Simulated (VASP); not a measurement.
Wanted: the native input for a VASP 6.6.1 run.

* Task: single point
* Functional: PBE
* Potentials or basis: VASP PAW PBE potentials, release 64 (Sb, Cr_pv, O)
* Cutoff: 520 eV
* k mesh: 4 × 4 × 4, shifted
* Occupations: fermi-dirac, width 0.0753 eV
* Spin: collinear spin, ferrimagnetic start
* Starting moments: [-0.4, 3.5, 3.4, 3.2, 0.0] μB
* Hubbard terms: Cr d U = 6.17 eV
* Dipole correction: no
* Further INCAR settings: ALGO = Normal; EDIFF = 1e-06; NBANDS = 36

The structure of Cr3SbO lies in POSCAR:

```
Cr3SbO
1.0
    4.4260380000     -0.0085170000      0.0167840000
   -0.0085170000      4.4196650000      0.0353560000
    0.0167840000      0.0353560000      4.3463420000
Sb Cr O
1 3 1
Direct
    0.5020220000      0.5031060000      0.4914570000
    0.5084210000      0.0182250000      0.9661310000
    0.0141000000      0.5064010000      0.0390480000
    0.0034990000      0.9777600000      0.4676750000
    0.9814310000      0.9660300000      0.0288930000
```

One way to write it, as run:

INCAR

```
SYSTEM = Cr3SbO
ALGO = Normal
EDIFF = 1E-6
ENCUT = 520
GGA = PE
ISIF = 2
ISMEAR = -1
ISPIN = 2
LASPH = .True.
LCHARG = .False.
LDAU = .True.
LDAUJ = 0 0 0
LDAUL = -1 2 -1
LDAUPRINT = 1
LDAUTYPE = 2
LDAUU = 0 6.17 0
LMAXMIX = 4
LORBIT = 11
LREAL = .False.
LWAVE = .False.
MAGMOM = -0.4 3.5 3.4 3.2 0
NBANDS = 36
NELM = 150
PREC = Accurate
SIGMA = 0.0753
```

KPOINTS

```
Automatic mesh
0
Gamma
  4 4 4
  0 0.5 0.5
```

Potentials or basis: VASP PAW PBE potentials, release 64 (Sb, Cr_pv, O).

Run with:

```console
$ cat potpaw_PBE.64/Sb/POTCAR potpaw_PBE.64/Cr_pv/POTCAR potpaw_PBE.64/O/POTCAR > POTCAR
$ mpirun -np 1 vasp_std > vasp.out
```

Results of the run:

```
Pressure                                              : 7.2 GPa
Largest force                                         : 2.564 eV/Å
Band gap on the k mesh                                : zero (filled and empty bands overlap)
Net moment                                            : 13.00 μB per cell
Site moments                                          : Sb -0.16; Cr +4.21, +4.20, +3.97; O -0.12 μB
Valence electrons inside the program's atomic spheres : Sb 2.50; Cr 10.64, 10.68, 10.60; O 5.03
```

Caveat: the k points lie up to 0.36 Å⁻¹ apart, too coarse for converged energies and pressures of a metal; spin-orbit coupling is left out, which moves the levels of the heavy elements; forces of over 1 eV/Å act on the atoms, so gaps and moduli don't describe the material at rest.

It took 3 min on 1 thread of Intel(R) Xeon(R) 6975P-C (Granite Rapids), with other jobs on the host, peak memory 0.33 GiB.
